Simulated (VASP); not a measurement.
Se:

```
CELL_PARAMETERS angstrom
5.58778 0.00000 0.00000
0.00000 5.58778 0.00000
0.00000 0.00000 5.58778
ATOMIC_POSITIONS crystal
Se 0.00000 0.00000 0.00000
Se 0.50000 0.50000 0.50000
Se 0.25000 0.00000 0.50000
Se 0.75000 0.00000 0.50000
Se 0.50000 0.25000 0.00000
Se 0.50000 0.75000 0.00000
Se 0.00000 0.50000 0.25000
Se 0.00000 0.50000 0.75000
```

```yaml
Program: VASP 6.6.1
Task: relaxation of cell and atoms
Functional: LDA
Potentials_or_basis: VASP PAW LDA potentials, release 64 (Se)
Cutoff: 600 eV
k_mesh: 5 × 5 × 5
Occupations: fermi-dirac, width 0.1 eV
Spin: no spin polarisation
```

At the start: pressure -7.6 GPa; volume 21.81 Å³/atom.

How do energy, volume and symmetry change on relaxing?

Over 3 steps the energy falls by 66.9 meV/atom and the volume is 19.31 Å³/atom (-11.5 %); space group Pm-3n (No. 223, to 0.05 Å).

Step by step:
```
step  energy change (eV)  largest force (eV/Å)  pressure (GPa)  volume (Å³)
   1              0.0000                0.0000           -7.65       174.47
   2             -0.4898                0.0000            2.97       149.48
   3             -0.5350                0.0000            0.02       154.46
```

Final structure:
```
Se
1.0
     5.36542    0.00000    0.00000
     0.00000    5.36542    0.00000
     0.00000    0.00000    5.36542
Se
8
Direct
  0.00000 0.00000 0.00000
  0.50000 0.50000 0.50000
  0.25000 0.00000 0.50000
  0.75000 0.00000 0.50000
  0.50000 0.25000 0.00000
  0.50000 0.75000 0.00000
  0.00000 0.50000 0.25000
  0.00000 0.50000 0.75000
```
